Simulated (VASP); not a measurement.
Here is a VASP 6.6.1 calculation.

INCAR

```
ALGO     = Normal         # electronic algorithm
EDIFF    = 1E-6           # SCF threshold, eV
ENCUT    = 500            # plane-wave cutoff, eV
GGA_COMPAT= False        
ISIF     = 2              # what is computed and relaxed
ISMEAR   = -1             # smearing method
LASPH    = True           # aspherical terms in the spheres
LCHARG   = True           # write CHGCAR
LELF     = True           # ELF
LREAL    = False          # projectors in reciprocal space
LVHAR    = True         
LWAVE    = False          # write WAVECAR
NBANDS   = 18             # bands
NELM     = 120            # most SCF steps
PREC     = Accurate       # precision mode
SIGMA    = 0.2585199978643553 # smearing width, eV
```

File KPOINTS:

```
k-points
0
Gamma
  6 6 6
```

File POSCAR:

```
BiTe
1.0
    2.4227077728      1.3987509848      3.3172919545
   -2.4227077728      1.3987509848      3.3172919545
    0.0000000000     -2.7975019696      3.3172919545
Bi Te
1 1
Direct
    0.5000000000      0.5000000000      0.5000000000
    0.0000000000      0.0000000000      0.0000000000
```

Potentials or basis: VASP PAW LDA potentials, release 64 (Bi_d, Te).

Command:

```sh
$ cat potpaw_LDA.64/Bi_d/POTCAR potpaw_LDA.64/Te/POTCAR > POTCAR
$ mpirun -np 1 vasp_std > vasp.out
```

(1) Predict the pressure.

## Answers

(1) -3.2 GPa.
